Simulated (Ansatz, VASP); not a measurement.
**One calculation of MoS2, two programs**

INCAR

```
SYSTEM = MoS2
PREC = Accurate
ENCUT = 520
EDIFF = 1E-7
ISMEAR = -1
SIGMA = 0.05
LREAL = .False.
LASPH = .True.
NELM = 60
ALGO = Normal
ISIF = 2
LWAVE = .False.
LCHARG = .False.
GGA = RP
NBANDS = 20
```

KPOINTS

```
Automatic mesh
0
Gamma
  9 9 4
  0 0 0
```

Contents of POSCAR:

```
MoS2
1.0
    3.1838448285      0.0000000000      0.0000000000
   -1.5919224143      2.7572905031      0.0000000000
    0.0000000000      0.0000000000      6.2271592669
Mo S
1 2
Direct
    0.0000000000      0.0000000000      0.5000000000
    0.6666666667      0.3333333333      0.7446806800
    0.3333333333      0.6666666667      0.2553193200
```

input.yaml

```yaml
crystal:
  lattice:
    - [3.1838448285, 0.0, 0.0]
    - [-1.5919224143, 2.7572905031, 0.0]
    - [0.0, 0.0, 6.2271592669]
  atoms:
    - { symbol: Mo, position: [0.0, 0.0, 0.5] }
    - { symbol: S, position: [0.6666666667, 0.3333333333, 0.74468068] }
    - { symbol: S, position: [0.3333333333, 0.6666666667, 0.25531932] }
hamiltonian:
  xc: rpbe
  pseudopotentials: { kind: paw }
kpoints:
  mp_grid: { grid: [9, 9, 4] }
scf:
  occupations: { method: fermi_dirac, width: 0.05 }
output:
  forces: true
  stress: true
  eigenvalues: true
  write_density: true
  write_potential: true
  elf: true
  volumetric_format: npy
```

Alike in both runs: task single point; functional RPBE; k mesh 9 × 9 × 4; occupations fermi-dirac, width 0.05 eV; no spin polarisation.

|  | VASP | Ansatz |
| --- | --- | --- |
| version | VASP 6.6.1 | Ansatz 0.2.0 |
| potentials or method | VASP PAW PBE potentials, release 64 (Mo_sv, S) | Ansatz PAW |
| plane-wave cutoff (eV) | 520 | 420 |
| valence electrons in the cell | 26 | 26 |

Ansatz gave:

- gap on the k mesh at the Fermi level (eV): none
- pressure (GPa): 9.7
- traceless stress, the component that is largest in VASP (GPa): 2.46
- rms of the force components (eV/Å): 0.495

What did VASP give for the same quantities?

gap on the k mesh at the Fermi level (eV): none; pressure (GPa): 9.5; traceless stress, the component that is largest in VASP (GPa): 2.46; rms of the force components (eV/Å): 0.485.

VASP's potentials were made for PBE, not for RPBE. Atom by atom the forces differ by 0.010 eV/Å (rms over components). A gap of «none» marks a metal or a gap that the smearing closes. The functional is the same, so the differences come from potentials, cutoffs and numerics.
